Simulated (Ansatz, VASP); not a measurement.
## PtS2: VASP beside Ansatz

```
Pt S
1.0
     3.61269    0.00000    0.00000
    -1.80635    3.12868    0.00000
     0.00000    0.00000    5.13763
Pt S
1 2
Direct
  0.00000 0.00000 0.00000
  0.66667 0.33333 0.77300
  0.33333 0.66667 0.22700
```

Alike in both runs: task single point; functional r2SCAN; k mesh 9 × 9 × 5; occupations fermi-dirac, width 0.05 eV; no spin polarisation.

|  | VASP | Ansatz |
| --- | --- | --- |
| version | VASP 6.6.1 | Ansatz 0.2.0 |
| potentials or method | VASP PAW PBE potentials, release 64 (Pt, S) | Ansatz PAW |
| plane-wave cutoff (eV) | 520 | 500 |
| valence electrons in the cell | 22 | 30 |

Ansatz gave:

- gap on the k mesh at the Fermi level (eV): 1.11
- least direct gap on the mesh (eV): 1.19
- pressure (GPa): 0.2
- traceless stress, the component that is largest in VASP (GPa): 2.75
- rms of the force components (eV/Å): 0.179

Estimate VASP's values.

gap on the k mesh at the Fermi level (eV): 1.11; least direct gap on the mesh (eV): 1.18; pressure (GPa): 0.1; traceless stress, the component that is largest in VASP (GPa): 2.74; rms of the force components (eV/Å): 0.176.

VASP's potentials were made for PBE, not for r2SCAN. Atom by atom the forces differ by 0.003 eV/Å (rms over components). The functional is the same, so the differences come from potentials, cutoffs and numerics. VASP's potentials hold 22 valence electrons a cell and Ansatz's 30, so a difference there can come from the potentials and not from the codes.

Neither program's run includes spin-orbit coupling. Noted on Ansatz's run: odd divisions of the mesh miss points on the zone boundary, where band edges often lie, so the gap on the mesh can be too wide.
